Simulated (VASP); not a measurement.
Na4NO: single point with LDA

Crystal: Na4NO.

```
Na N O
1.0
     3.98842    0.00000    0.00000
     0.00000    3.98842    0.00000
     0.00000    0.00000    5.83645
Na N O
4 1 1
Cartesian
  -0.1916 1.6822 1.4392
  2.0535 -0.1650 4.2720
  -0.1534 2.0192 4.4522
  1.7461 0.1637 1.6660
  0.0880 0.0579 -0.2073
  1.8202 2.1114 2.9038
```

```
Program                : VASP 6.6.1
Task                   : single point
Functional             : LDA
Potentials or basis    : VASP PAW LDA potentials, release 64 (Na_pv, N, O)
Cutoff                 : 520 eV
k mesh                 : 2 × 2 × 1, shifted
Occupations            : methfessel-paxton, width 0.1 eV
Spin                   : no spin polarisation
Dipole correction      : no
Further INCAR settings : ALGO = Normal; EDIFF = 1e-07; NBANDS = 28
```

```yaml
Pressure: -1.7 GPa
Largest_force: 1.221 eV/Å
```

Forces in eV/Å, atoms in the order of the input:
```
Na  -0.001  1.187  0.287
Na  -0.370  0.544  0.435
Na   0.430 -0.074 -0.526
Na   0.057 -0.814 -0.387
N   -0.259 -0.303  0.472
O    0.142 -0.539 -0.280
```

Stress tensor (GPa, compression positive):
```
-0.52 -0.60  0.07
-0.60  0.15  0.00
 0.07  0.00 -4.75
```

Levels at points of the mesh, in eV from the Fermi level:
```tsv
k point	band 18	band 19	band 20	band 21	band 22	band 23
(0.25, 0.25, 0.50)	-0.14	-0.06	0.00	4.27	4.95	6.95
```

Wall time 4.2 s on 1 thread of Intel(R) Xeon(R) 6975P-C (Granite Rapids) (shared host), peak memory 0.15 GiB.

Caveat: the k points lie up to 1.08 Å⁻¹ apart; an odd number of electrons without spin polarisation forces a metal; a magnetic or distorted state may lie lower.
